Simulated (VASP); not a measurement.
A run of VASP 6.6.1:

INCAR

```
PREC = Accurate
ENCUT = 600
EDIFF = 1E-6
ISMEAR = 0
SIGMA = 0.02
LREAL = False
LASPH = True
NELM = 100
ALGO = Normal
ISIF = 4
LWAVE = False
LCHARG = False
GGA = PS
IBRION = 2
NSW = 50
EDIFFG = -0.01
```

The input KPOINTS:

```
Automatic mesh
0
Gamma
  12 12 8
```

File POSCAR:

```
Se
1.0
    3.9976735472      0.0000000000      0.0000000000
   -1.9988367736      3.4620868479      0.0000000000
    0.0000000000      0.0000000000      5.0697288878
Se
3
Direct
    0.2487357192      0.0000000000      0.1666666667
    0.0000000000      0.2487357192      0.8333333333
    0.7512642808      0.7512642808      0.5000000000
```

Potentials or basis: VASP PAW PBE potentials, release 64 (Se).

Command:

```sh
$ cat potpaw_PBE.64/Se/POTCAR > POTCAR
$ mpirun -np 1 vasp_std > vasp.out
```

Hardware: 1 thread of Intel(R) Xeon(R) 6975P-C (Granite Rapids), on a shared host.

Q: Estimate the wall time of this run.

A: It took 2.4 min on 1 thread of Intel(R) Xeon(R) 6975P-C (Granite Rapids) (shared host), peak memory 0.28 GiB. Counts: scf iterations 38, k points 131, ion steps 7.
